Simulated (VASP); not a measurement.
# H2C9 in VASP: single point with LDA

Aim: the single point of H2C9 with LDA.

All numbers are computed with VASP 6.6.1; they aren't measurements. Logs are shortened: lines on timing, memory, paths and dates and some standing lists are left out, and cuts for length are marked.

## 1. The cell of the first run

The cell holds a slab with vacuum, 22 atoms: a = 2.497 Å, b = 4.995 Å, c = 20.566 Å, α = 90.00°, β = 90.00°, γ = 90.00°.

## 2. Single point, LDA

File INCAR:

```
SYSTEM = H2C9
PREC     = Accurate       ! precision mode
ENCUT    = 520            ! plane-wave cutoff, eV
EDIFF    = 1E-7           ! SCF threshold, eV
ISMEAR   = 0              ! smearing method
SIGMA    = 0.05           ! smearing width, eV
LREAL    = Auto         
LASPH    = .True.         ! aspherical terms in the spheres
NELM     = 100            ! most SCF steps
ALGO     = Normal         ! electronic algorithm
ISIF     = 2              ! what is computed and relaxed
LWAVE    = .False.        ! write WAVECAR
LCHARG   = .False.        ! write CHGCAR
LDIPOL   = .True.       
IDIPOL   = 3            
DIPOL    = 0.5 0.5 0.358
GGA      = CA             ! functional
NBANDS   = 55             ! bands
```

File KPOINTS:

```
regular mesh
0
Gamma
  10 5 1
  0 0 0
```

File POSCAR:

```
H2C9
1.0
    2.4973154970      0.0000000000      0.0000000000
    0.0000000000      4.9946309939      0.0000000000
    0.0000000000      0.0000000000     20.5658806949
C H
18 4
Direct
    0.0000000000      0.2500000000      0.2262196243
    0.0000000000      0.7500000000      0.2262196243
    0.0000000000      0.5000000000      0.2691516229
    0.0000000000      0.0000000000      0.2691516229
    0.5000000000      0.5000000000      0.3120836215
    0.5000000000      0.0000000000      0.3120836215
    0.5000000000      0.7500000000      0.3550156201
    0.5000000000      0.2500000000      0.3550156201
    0.0000000000      0.7535190630      0.3960392189
    0.0000000000      0.2462342399      0.3967593248
    0.0000000000     -0.0044011523      0.4420871030
    0.0000000000      0.5026016946      0.4345786661
    0.5000000000     -0.0064124443      0.4865708790
    0.5000000000      0.5063542023      0.4737252216
    0.5000000000      0.2607048611      0.5213417331
    0.5000000000      0.7275561325      0.5268946720
    0.0000000000      0.3621663068      0.5475344195
    0.0000000000      0.6317329660      0.5617326930
   -0.2843917683      0.2504266612      0.1890712551
    0.2843917683      0.2504266612      0.1890712551
    0.2843917683      0.7495733388      0.1890712551
   -0.2843917683      0.7495733388      0.1890712551
```

Potentials or basis: VASP PAW LDA potentials, release 64 (C, H).

The run is started by

```
$ cat potpaw_LDA.64/C/POTCAR potpaw_LDA.64/H/POTCAR > POTCAR
$ mpirun -np 1 vasp_std > vasp.out
```

OUTCAR:

```text
SYSTEM = H2C9
   PREC = Accurate
   ENCUT = 520
   EDIFF = 1E-7
   ISMEAR = 0
   LREAL = Auto
   LASPH = .True.
   NELM = 100
   ISIF = 2
   GGA = CA

 ion  position               nearest neighbor table
   1  0.000  0.250  0.226-  19 1.04  20 1.04   3 1.53   4 1.53
   2  0.000  0.750  0.226-  21 1.04  22 1.04   3 1.53   4 1.53
   3  0.000  0.500  0.269-   1 1.53   2 1.53   5 1.53   5 1.53
   4  0.000  0.000  0.269-   1 1.53   2 1.53   6 1.53   6 1.53
   5  0.500  0.500  0.312-   7 1.53   8 1.53   3 1.53   3 1.53
   6  0.500  0.000  0.312-   7 1.53   8 1.53   4 1.53   4 1.53
[... 8 lines left out ...]
  15  0.500  0.261  0.521-  17 1.45  17 1.45  13 1.51  14 1.57
  16  0.500  0.728  0.527-  18 1.52  18 1.52  14 1.55  13 1.57
  17  0.000  0.362  0.548-  18 1.38  15 1.45  15 1.45
  18  0.000  0.632  0.562-  17 1.38  16 1.52  16 1.52
  19  0.716  0.250  0.189-   1 1.04
  20  0.284  0.250  0.189-   1 1.04
  21  0.284  0.750  0.189-   2 1.04
  22  0.716  0.750  0.189-   2 1.04

  LATTYP: Found a simple orthorhombic cell.
 ALAT       =     2.4973154970
 B/A-ratio  =     2.0000000000
 C/A-ratio  =     8.2351952405

  Lattice vectors:

 A1 = (   2.4973154970,   0.0000000000,   0.0000000000)
 A2 = (   0.0000000000,   4.9946309939,   0.0000000000)
 A3 = (   0.0000000000,   0.0000000000,  20.5658806949)

Analysis of symmetry for initial positions (statically):
=====================================================================
 Subroutine PRICEL returns:
 Original cell was already a primitive cell.

 Routine SETGRP: Setting up the symmetry group for a
 simple orthorhombic supercell.

 Subroutine GETGRP returns: Found  2 space group operations
 (whereof  2 operations were pure point group operations)
 out of a pool of  8 trial point group operations.

The static configuration has the point symmetry C_1h.

Analysis of symmetry for dynamics (positions and initial velocities):
=====================================================================
 Subroutine PRICEL returns:
 Original cell was already a primitive cell.

 Routine SETGRP: Setting up the symmetry group for a
 simple orthorhombic supercell.

 Subroutine GETGRP returns: Found  2 space group operations
 (whereof  2 operations were pure point group operations)
 out of a pool of  8 trial point group operations.

The dynamic configuration has the point symmetry C_1h.

 Subroutine INISYM returns: Found  2 space group operations
 (whereof  2 operations are pure point group operations),
 and found     1 'primitive' translations

----------------------------------------------------------------------------------------

                                     Primitive cell

  volume of cell :     256.5217

  direct lattice vectors                    reciprocal lattice vectors
     2.497315497  0.000000000  0.000000000     0.400429982  0.000000000  0.000000000
     0.000000000  4.994630994  0.000000000     0.000000000  0.200214991  0.000000000
     0.000000000  0.000000000 20.565880695     0.000000000  0.000000000  0.048624225

  length of vectors
     2.497315497  4.994630994 20.565880695     0.400429982  0.200214991  0.048624225

  position of ions in fractional coordinates (direct lattice)
     0.000000000  0.250000000  0.226219624
     0.000000000  0.750000000  0.226219624
     0.000000000  0.500000000  0.269151623
     0.000000000  0.000000000  0.269151623
     0.500000000  0.500000000  0.312083622
     0.500000000  0.000000000  0.312083622
[... 14 lines left out ...]
     0.284391768  0.749573339  0.189071255
     0.715608232  0.749573339  0.189071255

  ion indices of the primitive-cell ions
   primitive index   ion index
                 1           1
                 2           2
                 3           3
                 4           4
                 5           5
                 6           6
[... 14 lines left out ...]
                21          21
                22          22

----------------------------------------------------------------------------------------

 KPOINTS: regular mesh

Automatic generation of k-mesh.
 Grid dimensions read from file:
 generate k-points for:   10    5    1

 Generating k-lattice:

  Cartesian coordinates                     Fractional coordinates (reciprocal lattice)
     0.040042998  0.000000000  0.000000000     0.100000000  0.000000000  0.000000000
     0.000000000  0.040042998  0.000000000     0.000000000  0.200000000  0.000000000
     0.000000000  0.000000000  0.048624225     0.000000000  0.000000000  1.000000000

  Length of vectors
     0.040042998  0.040042998  0.048624225

  Shift w.r.t. Gamma in fractional coordinates (k-lattice)
     0.000000000  0.000000000  0.000000000

 Subroutine IBZKPT returns following result:
 ===========================================

 Found     18 irreducible k-points:

 Following reciprocal coordinates:
            Coordinates               Weight
  0.000000  0.000000  0.000000      1.000000
  0.100000  0.000000  0.000000      2.000000
  0.200000  0.000000  0.000000      2.000000
  0.300000  0.000000  0.000000      2.000000
  0.400000  0.000000  0.000000      2.000000
  0.500000  0.000000  0.000000      1.000000
[... 10 lines left out ...]
  0.400000  0.400000  0.000000      4.000000
  0.500000  0.400000  0.000000      2.000000
   k-points           NKPTS =     18   k-points in BZ     NKDIM =     18   number of bands    NBANDS=     55
   number of dos      NEDOS =    301   number of ions     NIONS =     22
   total plane-waves  NPLWV = 128000
   dimension x,y,z NGX =    20 NGY =   40 NGZ =  160
   dimension x,y,z NGXF=    40 NGYF=   80 NGZF=  320
   ions per type =              18   4
   NGX,Y,Z   is equivalent  to a cutoff of  13.31, 13.31, 12.93 a.u.
   NGXF,Y,Z  is equivalent  to a cutoff of  26.63, 26.63, 25.87 a.u.
 SYSTEM =  H2C9
   PREC   = accura    normal or accurate (medium, high low for compatibility)
   ISTART =      0    job   : 0-new  1-cont  2-samecut
   ICHARG =      2    charge: 1-file 2-atom 10-const
   ISPIN  =      1    spin polarized calculation?
   LNONCOLLINEAR =      F non collinear calculations
   LSORBIT =      F    spin-orbit coupling
   LASPH  =      T    aspherical Exc in radial PAW
   ENCUT  =  520.0 eV  38.22 Ry    6.18 a.u.   4.64  9.29 38.24*2*pi/ulx,y,z
   NELM   =    100;   NELMIN=  2; NELMDL= -5     # of ELM steps
   EDIFF  = 0.1E-06   stopping-criterion for ELM
   LREAL  =      T    real-space projection
   EDIFFG = 0.1E-05   stopping-criterion for IOM
   NSW    =      0    number of steps for IOM
   IBRION =     -1    ionic relax: 0-MD 1-quasi-New 2-CG
   NFREE  =      0    steps in history (QN), initial steepest desc. (CG)
   ISIF   =      2    stress and relaxation
   ISYM   =      2    0-nonsym 1-usesym 2-fastsym
   POTIM  = 0.5000    time-step for ionic-motion
   TEBEG  =    0.0;   TEEND  =   0.0 temperature during run
   PSTRESS=    0.0 pullay stress
   NELECT =      76.0000    total number of electrons
   NUPDOWN=      -1.0000    fix difference up-down
   EMIN   =  10.00;   EMAX   =-10.00  energy-range for DOS
   EFERMI =   0.00;   METHOD = LEGACY
   ISMEAR =     0;   SIGMA  =   0.05  broadening in eV -4-tet -1-fermi 0-gaus
   EFERMI_NEDOS =   21; number of points for ismear=-14 and -15
   IALGO  =     38    algorithm
   IMIX   =      4    mixing-type and parameters
     AMIX     =   0.40;   BMIX     =  1.00
     AMIX_MAG =   1.60;   BMIX_MAG =  1.00
  volume/ion in A,a.u.               =      11.66        78.69
  Fermi-wavevector in a.u.,A,eV,Ry     =   1.091368  2.062387 16.205691  1.191085
  Thomas-Fermi vector in A             =   2.227612
   LORBIT       =      0    0 simple, 1 ext, 2 COOP (PROOUT), +10 PAW based schemes
   GGA     = CA    functional components
   LHFCALC =     F    Hartree Fock is set to
   AEXX    =    0.0000 exact exchange contribution
   IVDW    =     0    specifies the selected vdW correction
   LEPSILON=     F    determine dielectric tensor
   LRPA    =     F    only Hartree local field effects (RPA)
 non-spin polarized calculation
 Gauss-broadening in eV      SIGMA  =   0.05
  energy-cutoff  :      520.00
  volume of cell :      256.52
 maximum number of plane-waves:      6975
 NGX is ok and might be reduce to    20
   NGX =  9   NGY = 19   NGZ = 77

 dipolmoment           0.000000      0.000000     -0.000127 electrons x Angstroem

 number of electron      76.0000013 magnetization

 dipolmoment           0.000000      0.000000      0.283806 electrons x Angstroem

 Free energy of the ion-electron system (eV)
  ---------------------------------------------------
  ext. energy  EPLUGINS =         0.00000000
  ---------------------------------------------------
  free energy    TOTEN  =      -187.75191997 eV

  energy without entropy =     -187.75191997  energy(sigma->0) =     -187.75191997

 E-fermi :   2.3075     XC(G=0):  -6.5075

 val. band max:        1.9975412653   @ k =   0.0000   0.0000   0.0000
 cond. band min:       3.1941242912   @ k =   0.0000   0.0000   0.0000
 fundamental gap:      1.1965830259
 Fermi energy:         2.3074568067

 k-point     1 :       0.0000    0.0000    0.0000
  band No.  band energies     occupation
      1     -20.2162      2.00000
      2     -19.0707      2.00000
      3     -17.4020      2.00000
      4     -15.5497      2.00000
      5     -15.4939      2.00000
      6     -15.1292      2.00000
[... 42 lines left out ...]
     49       7.7072      0.00000
     50       7.8830      0.00000

 k-point     2 :       0.1000    0.0000    0.0000
  band No.  band energies     occupation
      1     -20.0291      2.00000
      2     -18.8855      2.00000
      3     -17.2206      2.00000
      4     -15.3713      2.00000
      5     -15.3168      2.00000
      6     -14.9531      2.00000
[... 840 lines left out ...]
 k-point    18 :       0.5000    0.4000    0.0000
  band No.  band energies     occupation
      1     -15.1865      2.00000
      2     -15.1071      2.00000
      3     -14.3392      2.00000
      4     -14.1135      2.00000
      5     -13.7082      2.00000
      6     -13.6979      2.00000
[... 42 lines left out ...]
     49       9.5623      0.00000
     50       9.8394      0.00000
 [bands above 50 left out]

------------------------ aborting loop because EDIFF is reached ----------------------------------------

 vacuum level on the upper side and lower side of the slab       (xc-potential included)         1.862        -2.142

  FORCE on cell =-STRESS in cart. coord.  units (eV):
  Direction    XX          YY          ZZ          XY          YZ          ZX
  --------------------------------------------------------------------------------------
  -------------------------------------------------------------------------------------
  Total       38.3234138     -0.1870821      7.5815696      0.0000000      0.0322880      0.0000000
  in kB      239.3594831     -1.1684728     47.3527903      0.0000000      0.2016637      0.0000000
  external PRESSURE =      95.1812669 kB  Pullay stress =       0.0000000 kB

 VOLUME and BASIS-vectors are now :
 -----------------------------------------------------------------------------
  energy-cutoff  :      520.00
  volume of cell :      256.52
      direct lattice vectors                 reciprocal lattice vectors
     2.497315497  0.000000000  0.000000000     0.400429982  0.000000000  0.000000000
     0.000000000  4.994630994  0.000000000     0.000000000  0.200214991  0.000000000
     0.000000000  0.000000000 20.565880695     0.000000000  0.000000000  0.048624225

 POSITION                                       TOTAL-FORCE (eV/Angst)
 -----------------------------------------------------------------------------------
      0.00000      1.24866      4.65241         0.000000     -0.003916      1.898073
      0.00000      3.74597      4.65241         0.000000      0.004064      1.906623
      0.00000      2.49732      5.53534         0.000000     -0.014251     -1.791515
      0.00000      0.00000      5.53534         0.000000      0.014596     -1.845921
      1.24866      2.49732      6.41827         0.000000      0.003943     -0.114155
      1.24866      0.00000      6.41827         0.000000      0.002204     -0.525339
[... 14 lines left out ...]
      0.71022      3.74384      3.88842         0.034339     -0.001284     -0.034595
      1.78710      3.74384      3.88842        -0.034339     -0.001284     -0.034595
 -----------------------------------------------------------------------------------
    total drift:                                0.000000     -0.006472      0.004514

  FREE ENERGIE OF THE ION-ELECTRON SYSTEM (eV)
  ---------------------------------------------------
  free  energy   TOTEN  =      -187.7519199675 eV

  energy  without entropy=     -187.7519199675  energy(sigma->0) =     -187.75191997

 vacuum level on the upper side and lower side of the slab         7.852         3.746
```

It took 19 min on 1 thread of Intel Xeon 8259CL, shared host; peak memory 0.37 GiB.

Results:

```
Free energy            : -187.7519 eV
Largest force          : 4.258 eV/Å
Band gap on the k mesh : 1.20 eV
```

Forces on the atoms (eV/Å):
```
C    0.000 -0.004  1.898
C    0.000  0.004  1.907
C    0.000 -0.014 -1.792
C    0.000  0.015 -1.846
C    0.000  0.004 -0.114
C    0.000  0.002 -0.525
C    0.000  1.011 -1.339
C    0.000 -1.018 -0.832
C    0.000  0.020  0.003
C    0.000 -0.023  0.010
C    0.000  0.002  0.011
C    0.000  0.006  0.002
C    0.000 -0.005  0.017
C    0.000  0.002 -0.006
C    0.000 -0.070  0.018
C    0.000  0.053 -0.007
C    0.000 -0.037  4.257
C    0.000  0.050 -1.523
H   -0.034  0.002 -0.035
H    0.034  0.002 -0.035
H    0.034 -0.001 -0.035
H   -0.034 -0.001 -0.035
```
